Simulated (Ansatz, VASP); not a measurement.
**Cd2Se3 in VASP and in Ansatz**

```
CELL_PARAMETERS angstrom
5.24337 0.00000 0.00000
0.00000 5.24337 0.00000
0.00000 0.00000 5.24337
ATOMIC_POSITIONS crystal
Cd 0.00000 0.00000 0.00000
Cd 0.50000 0.50000 0.50000
Se 0.00000 0.50000 0.50000
Se 0.50000 0.00000 0.50000
Se 0.50000 0.50000 0.00000
```

Alike in both runs: task relaxation of cell and atoms; functional PBE; k mesh 8 × 8 × 8; occupations gaussian, width 0.1 eV; no spin polarisation.

|  | VASP | Ansatz |
| --- | --- | --- |
| version | VASP 6.6.1 | Ansatz 0.2.0 |
| potentials or method | VASP PAW PBE potentials, release 64 (Cd, Se), cutoff 600 eV | scalar-relativistic, plane waves, PAW |
| valence electrons in the cell | 42 | 88 |

VASP gave:

```
gap on the k mesh at the Fermi level, each at its own relaxed structure (eV) : none
relaxed volume (Å³/atom)                                                     : 28.83
relaxed length of the cell vector where the two differ most in proportion (Å)              : 5.243
```

Problem. What did Ansatz give for the same quantities?

Solution. gap on the k mesh at the Fermi level, each at its own relaxed structure (eV): none; relaxed volume (Å³/atom): 28.70; relaxed length of the cell vector where the two differ most in proportion (Å): 5.235.

A gap of «none» marks a metal or a gap that the smearing closes. VASP's potentials hold 42 valence electrons a cell and Ansatz's 88, so a difference there can come from the potentials and not from the codes.

Noted on VASP's run: the relaxation stopped at its first step, so nothing moved.
